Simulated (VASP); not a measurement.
# Ta3Cu (I4/mmm) in VASP: notebook

The runs below take Ta3Cu through relaxation of cell and atoms, single point, with revPBE, BLYP, PBEsol.

All numbers are computed with VASP 6.6.1; they aren't measurements. Logs are shortened: lines on timing, memory, paths and dates and some standing lists are left out, and cuts for length are marked.

### Step 1. The cell of the first run

Symmetry: I4/mmm, No. 139, tetragonal system. Conventional cell: a = 4.013 Å, b = 4.013 Å, c = 8.416 Å, α = 90.00°, β = 90.00°, γ = 90.00°. Ta (site symmetry 4/mmm) has 4 Cu at 2.84 Å and 8 Ta at 2.91 Å within 3.7 Å. Within 3.7 Å of Ta (site symmetry -4m2) lie 8 Ta at 2.84 to 2.91 Å and 4 Cu at 2.91 Å. Cu (site symmetry 4/mmm) has 12 Ta at 2.84 to 2.91 Å within 3.7 Å.

### Step 2. Relaxation of cell and atoms, revPBE

Input file INCAR:

```
SYSTEM = Ta3Cu
ALGO = Fast
EDIFF = 1E-7
EDIFFG = -0.01
ENCUT = 600
GGA = RE
IBRION = 2
ISIF = 3
ISMEAR = -1
LASPH = .True.
LCHARG = .False.
LREAL = .False.
LWAVE = .False.
NELM = 100
NSW = 60
PREC = Accurate
SIGMA = 0.05
```

Input file KPOINTS:

```
k-points
0
Gamma
  7 7 7
  0 0 0
```

Input file POSCAR:

```
Ta3Cu
1.0
   -2.0065070000      2.0065070000      4.2081700000
    2.0065070000     -2.0065070000      4.2081700000
    2.0065070000      2.0065070000     -4.2081700000
Ta Cu
3 1
Direct
    0.5000000000      0.5000000000      0.0000000000
    0.2500000000      0.7500000000      0.5000000000
    0.7500000000      0.2500000000      0.5000000000
    0.0000000000      0.0000000000      0.0000000000
```

Potentials or basis: VASP PAW PBE potentials, release 64 (Ta_pv, Cu).

On the command line:

```console
cat potpaw_PBE.64/Ta_pv/POTCAR potpaw_PBE.64/Cu/POTCAR > POTCAR
mpirun -np 1 vasp_std > vasp.out
```

OUTCAR:

```text
SYSTEM = Ta3Cu
   EDIFF = 1E-7
   EDIFFG = -0.01
   ENCUT = 600
   GGA = RE
   IBRION = 2
   ISIF = 3
   ISMEAR = -1
   LASPH = .True.
   LREAL = .False.
   NELM = 100
   NSW = 60
   PREC = Accurate

 ion  position               nearest neighbor table
   1  0.500  0.500  0.000-   4 2.84   4 2.84   4 2.84   4 2.84   3 2.91   2 2.91   3 2.91   3 2.91
                             2 2.91   2 2.91   3 2.91   2 2.91
   2  0.250  0.750  0.500-   3 2.84   3 2.84   3 2.84   3 2.84   4 2.91   1 2.91   4 2.91   1 2.91
                             4 2.91   4 2.91   1 2.91   1 2.91
   3  0.750  0.250  0.500-   2 2.84   2 2.84   2 2.84   2 2.84   4 2.91   1 2.91   4 2.91   4 2.91
                             1 2.91   1 2.91   4 2.91   1 2.91
   4  0.000  0.000  0.000-   1 2.84   1 2.84   1 2.84   1 2.84   3 2.91   2 2.91   3 2.91   2 2.91
                             3 2.91   3 2.91   2 2.91   2 2.91

  LATTYP: Found a body centered tetragonal cell.
 ALAT       =     4.0130140000
 C/A-ratio  =     2.0972615595

  Lattice vectors:

 A1 = (  -2.0065070000,   2.0065070000,   4.2081700000)
 A2 = (   2.0065070000,  -2.0065070000,   4.2081700000)
 A3 = (   2.0065070000,   2.0065070000,  -4.2081700000)

Analysis of symmetry for initial positions (statically):
=====================================================================
 Subroutine PRICEL returns:
 Original cell was already a primitive cell.

 Routine SETGRP: Setting up the symmetry group for a
 body centered tetragonal supercell.

 Subroutine GETGRP returns: Found 16 space group operations
 (whereof 16 operations were pure point group operations)
 out of a pool of 16 trial point group operations.

The static configuration has the point symmetry D_4h.

Analysis of symmetry for dynamics (positions and initial velocities):
=====================================================================
 Subroutine PRICEL returns:
 Original cell was already a primitive cell.

 Routine SETGRP: Setting up the symmetry group for a
 body centered tetragonal supercell.

 Subroutine GETGRP returns: Found 16 space group operations
 (whereof 16 operations were pure point group operations)
 out of a pool of 16 trial point group operations.

The dynamic configuration has the point symmetry D_4h.

 Subroutine INISYM returns: Found 16 space group operations
 (whereof 16 operations are pure point group operations),
 and found     1 'primitive' translations

----------------------------------------------------------------------------------------

                                     Primitive cell

[... 106 lines left out ...]
   NUPDOWN=      -1.0000    fix difference up-down
   EMIN   =  10.00;   EMAX   =-10.00  energy-range for DOS
   EFERMI =   0.00;   METHOD = LEGACY
   ISMEAR =    -1;   SIGMA  =   0.05  broadening in eV -4-tet -1-fermi 0-gaus
   EFERMI_NEDOS =   21; number of points for ismear=-14 and -15
   IALGO  =     68    algorithm
   IMIX   =      4    mixing-type and parameters
     AMIX     =   0.40;   BMIX     =  1.00
     AMIX_MAG =   1.60;   BMIX_MAG =  1.00
  volume/ion in A,a.u.               =      16.94       114.33
  Fermi-wavevector in a.u.,A,eV,Ry     =   1.417580  2.678837 27.341349  2.009532
  Thomas-Fermi vector in A             =   2.538795
   LORBIT       =      0    0 simple, 1 ext, 2 COOP (PROOUT), +10 PAW based schemes
   GGA     = RE    functional components
   LHFCALC =     F    Hartree Fock is set to
   AEXX    =    0.0000 exact exchange contribution
   IVDW    =     0    specifies the selected vdW correction
   LEPSILON=     F    determine dielectric tensor
   LRPA    =     F    only Hartree local field effects (RPA)
 conjugate gradient relaxation of ions
 non-spin polarized calculation
 RMM-DIIS sequential band-by-band and
  energy-cutoff  :      600.00
  volume of cell :       67.77
 maximum number of plane-waves:      2288
 NGX is ok and might be reduce to    42
   NGX = 21   NGY = 21   NGZ = 21

--------------------------------------- Ionic step        1  -------------------------------------------

 number of electron      43.9999997 magnetization

 Free energy of the ion-electron system (eV)
  ---------------------------------------------------
  ext. energy  EPLUGINS =         0.00000000
  ---------------------------------------------------
  free energy    TOTEN  =       -36.95310146 eV

  energy without entropy =      -36.92323690  energy(sigma->0) =      -36.93816918

------------------------ aborting loop because EDIFF is reached ----------------------------------------

  FORCE on cell =-STRESS in cart. coord.  units (eV):
  Direction    XX          YY          ZZ          XY          YZ          ZX
  --------------------------------------------------------------------------------------
  -------------------------------------------------------------------------------------
  Total        1.4574869      1.4574869      1.1615894      0.0000000      0.0000000      0.0000000
  in kB       34.4572494     34.4572494     27.4617741      0.0000000      0.0000000      0.0000000
  external PRESSURE =      32.1254243 kB  Pullay stress =       0.0000000 kB
[... 177 lines left out ...]
--------------------------------------- Ionic step        6  -------------------------------------------

 number of electron      43.9999995 magnetization

 Free energy of the ion-electron system (eV)
  ---------------------------------------------------
  ext. energy  EPLUGINS =         0.00000000
  ---------------------------------------------------
  free energy    TOTEN  =       -36.96532097 eV

  energy without entropy =      -36.93452469  energy(sigma->0) =      -36.94992283

 E-fermi :   5.8910     XC(G=0): -12.3435

 val. band max:        5.8685442837   @ k =  -0.2857   0.1429  -0.0000
 cond. band min:       5.9122036116   @ k =   0.1429   0.1429   0.0000
 fundamental gap:      0.0436593279
 Fermi energy:         5.8910468020

 k-point     1 :       0.0000    0.0000    0.0000
  band No.  band energies     occupation
      1     -28.7365      2.00000
      2     -28.5853      2.00000
      3     -28.5853      2.00000
      4     -28.4138      2.00000
      5     -28.4138      2.00000
      6     -28.2635      2.00000
[... 685 lines left out ...]
     25       7.2594      0.00000
     26       7.7564      0.00000

 [... further k-points ...]

------------------------ aborting loop because EDIFF is reached ----------------------------------------

  FORCE on cell =-STRESS in cart. coord.  units (eV):
  Direction    XX          YY          ZZ          XY          YZ          ZX
  --------------------------------------------------------------------------------------
  -------------------------------------------------------------------------------------
  Total        0.0197081      0.0197081      0.0074041      0.0000000     -0.0000000      0.0000000
  in kB        0.4579582      0.4579582      0.1720498      0.0000000     -0.0000000      0.0000000
  external PRESSURE =       0.3626554 kB  Pullay stress =       0.0000000 kB
[... 19 lines left out ...]
  FREE ENERGIE OF THE ION-ELECTRON SYSTEM (eV)
  ---------------------------------------------------
  free  energy   TOTEN  =       -36.9653209706 eV

  energy  without entropy=      -36.9345246872  energy(sigma->0) =      -36.94992283

 reached required accuracy - stopping structural energy minimisation
```

OSZICAR:

```text
N       E                     dE             d eps       ncg     rms          rms(c)
DAV:   1     0.440841875504E+03    0.44084E+03   -0.26053E+04  2104   0.229E+03
DAV:   2    -0.123378896489E+02   -0.45318E+03   -0.44811E+03  2130   0.540E+02
DAV:   3    -0.392842525629E+02   -0.26946E+02   -0.25573E+02  2784   0.120E+02
[... 104 lines left out ...]
RMM:   6    -0.369653197431E+02   -0.30642E-05   -0.34271E-05  2257   0.240E-02    0.775E-03
RMM:   7    -0.369653205910E+02   -0.84789E-06   -0.92911E-06  2355   0.119E-02    0.630E-03
RMM:   8    -0.369653208335E+02   -0.24255E-06   -0.27853E-06  2104   0.765E-03    0.417E-03
RMM:   9    -0.369653209093E+02   -0.75750E-07   -0.12591E-06  1690   0.514E-03    0.114E-03
RMM:  10    -0.369653209706E+02   -0.61364E-07   -0.61305E-07  1457   0.347E-03
   6 F= -.36965321E+02 E0= -.36949923E+02  d E =-.201562E-03
```

It took 17 min on 1 thread of Intel Xeon Platinum 8259CL at 2.50GHz (Skylake/Cascade Lake), shared host; peak memory 0.32 GiB.

What came out:

```
Free energy                           : -36.9653 eV
Relaxed volume                        : 17.24 Å³/atom
Relaxed cell                          : a = 5.096 Å, b = 5.096 Å, c = 5.096 Å, α = 133.27°, β = 133.27°, γ = 68.23°
Space group after relaxing (to 0.1 Å) : I4/mmm (No. 139)
Energy gained by relaxing             : 3.1 meV/atom
Ionic steps                           : 6
Pressure after relaxing               : 0.0 GPa
Band gap on the k mesh                : zero (bands 22 and 23 overlap by 0.90 eV)
```

The path:
| step | energy change (eV) | largest force (eV/Å) | pressure (GPa) | volume (Å³) |
| --- | --- | --- | --- | --- |
| 1 | 0.0000 | 0.0000 | 3.21 | 67.77 |
| 2 | 0.0240 | 0.0000 | -5.14 | 71.16 |
| 3 | -0.0120 | 0.0000 | -0.04 | 68.99 |
| 4 | -0.0120 | 0.0000 | 0.03 | 68.96 |
| 5 | -0.0122 | 0.0000 | 0.03 | 68.96 |
| 6 | -0.0122 | 0.0000 | 0.04 | 68.95 |

Final structure:
```
Ta Cu
1.0
    -2.02123    2.02123    4.21927
     2.02123   -2.02123    4.21927
     2.02123    2.02123   -4.21927
Ta Cu
3 1
Cartesian
  0.0000 0.0000 4.2193
  2.0212 0.0000 2.1096
  0.0000 2.0212 2.1096
  0.0000 0.0000 0.0000
```

Caveat: the PAW data sets were made with another functional, which shifts forces and pressure a little; spin-orbit coupling is left out, which moves the levels of the heavy elements.

### Step 3. Relaxation of cell and atoms, BLYP

Input file INCAR:

```
SYSTEM = Ta3Cu
PREC = Accurate
ENCUT = 600
EDIFF = 1E-6
ISMEAR = -1
SIGMA = 0.05
LREAL = .FALSE.
LASPH = .TRUE.
NELM = 80
ALGO = Fast
ISIF = 3
LWAVE = .FALSE.
LCHARG = .FALSE.
GGA = B5
ALDAX = 1.0
AGGAX = 1.0
AGGAC = 1.0
ALDAC = 0.0
IBRION = 2
NSW = 60
EDIFFG = -0.01
```

Input file KPOINTS:

```
regular mesh
0
G
  7 7 7
  0 0 0
```

POSCAR is that of step 2.

Potentials or basis: VASP PAW PBE potentials, release 64 (Ta_pv, Cu).

On the command line:

```console
cat potpaw_PBE.64/Ta_pv/POTCAR potpaw_PBE.64/Cu/POTCAR > POTCAR
mpirun -np 1 vasp_std > vasp.out
```

Run time: 20 min. Hardware: 1 thread of Intel Xeon Platinum 8259CL at 2.50GHz (Skylake/Cascade Lake), shared host; peak memory 0.31 GiB.

The run converged. Its results:

| Quantity | Value |
| --- | --- |
| Free energy | -33.3027 eV |
| Relaxed volume | 17.67 Å³/atom |
| Relaxed cell | a = 5.130 Å, b = 5.130 Å, c = 5.130 Å, α = 133.10°, β = 133.10°, γ = 68.50° |
| Space group after relaxing (to 0.1 Å) | I4/mmm (No. 139) |
| Energy gained by relaxing | 17.3 meV/atom |
| Ionic steps | 6 |
| Pressure after relaxing | 0.0 GPa |
| Band gap on the k mesh | zero (bands 22 and 23 overlap by 0.93 eV) |

The path:
```csv
step,energy change (eV),largest force (eV/Å),pressure (GPa),volume (Å³)
1,0.0000,0.0000,7.71,67.77
2,0.1172,0.0000,-10.41,76.08
3,-0.0683,0.0000,-0.14,70.78
4,-0.0683,0.0000,-0.02,70.72
5,-0.0688,0.0000,-0.01,70.71
6,-0.0691,0.0000,-0.02,70.69
```

Final structure:
```xyz
4
Lattice="-2.0415 2.0415 4.2406 2.0415 -2.0415 4.2406 2.0415 2.0415 -4.2406" Properties=species:S:1:pos:R:3 pbc="T T T"
Ta    0.0000    0.0000    4.2406
Ta    2.0415    0.0000    2.1203
Ta    0.0000    2.0415    2.1203
Cu    0.0000    0.0000    0.0000
```

Levels at points of the mesh, in eV from the Fermi level:
| k point | band 19 | band 20 | band 21 | band 22 | band 23 | band 24 | band 25 | band 26 |
| --- | --- | --- | --- | --- | --- | --- | --- | --- |
| (0.00, 0.00, 0.00) | -1.52 | -1.52 | -0.22 | -0.22 | 0.07 | 2.14 | 2.18 | 2.39 |

Caveat: the PAW data sets were made with another functional, which shifts forces and pressure a little; spin-orbit coupling is left out, which moves the levels of the heavy elements.

### Step 4. Single point, PBEsol, non-collinear spin, zero start, spin-orbit coupling

Input file INCAR:

```
ALGO = Normal ; EDIFF = 1E-6
ENCUT = 520 ; GGA = PS
GGA_COMPAT = False ; ISIF = 2
ISMEAR = -1 ; LASPH = True
LCHARG = False ; LMAXMIX = 4
LORBIT = 11 ; LORBMOM = True
LREAL = False ; LSORBIT = True
LWAVE = False ; MAGMOM = 0 0 0 0 0 0 0 0 0 0 0 0
NBANDS = 58 ; NELM = 150
PREC = Accurate ; SIGMA = 0.05
```

Input file KPOINTS:

```
k-points
0
Gamma
  7 7 7
```

POSCAR is that of step 3.

On the command line:

```console
cat potpaw_PBE.64/Ta_pv/POTCAR potpaw_PBE.64/Cu/POTCAR > POTCAR
mpirun -np 1 vasp_ncl > vasp.out
```

It took 27 min on 1 thread of Intel Xeon 8259CL, shared host; peak memory 0.59 GiB.

Results (log left out):

| Item | Value |
| --- | --- |
| Free energy | -43.4025 eV |
| Pressure | -6.3 GPa |
| Net moment | 0.00 μB per cell |
| Valence electrons inside the program's atomic spheres | Ta 8.88, 8.90 (each value once); Cu 10.01 |

Stress tensor (GPa, compression positive):
```
-5.99  0.00  0.00
 0.00 -5.99  0.00
 0.00  0.00 -6.88
```

Moments on the atoms (μB; x, y, z):
```
Ta  0.00 0.00 0.00
Ta  0.00 0.00 0.00
Ta  0.00 0.00 0.00
Cu  0.00 0.00 0.00
```

Caveat: the cell stands under tension; the PAW data sets were made with another functional, which shifts forces and pressure a little.

### Step 5. Summary

| task | level | spin | cell | cutoff (eV) | gap on the mesh (eV) | pressure (GPa) | relaxed volume (Å³/atom) |
| --- | --- | --- | --- | --- | --- | --- | --- |
| relaxation of cell and atoms | revPBE | off | relaxed | 600 | none | 0.0 | 17.24 |
| relaxation of cell and atoms | BLYP | off | relaxed | 600 | none | 0.0 | 17.67 |
| single point | PBEsol | non-collinear, zero start, SOC | as given | 520 | - | -6.3 | - |

Alike in all rows: potentials or basis VASP PAW PBE potentials, release 64 (Ta_pv, Cu); k mesh 7 × 7 × 7; smearing fermi-dirac 0.05 eV.

Caveats: the PAW data sets were made with another functional, which shifts forces and pressure a little; spin-orbit coupling is left out, which moves the levels of the heavy elements (at least some runs); the cell stands under tension (at least some runs).

Absolute energies hang on the potentials; compare differences alone.

The gap in the log of VASP goes by the Fermi energy; the results here count the filled bands.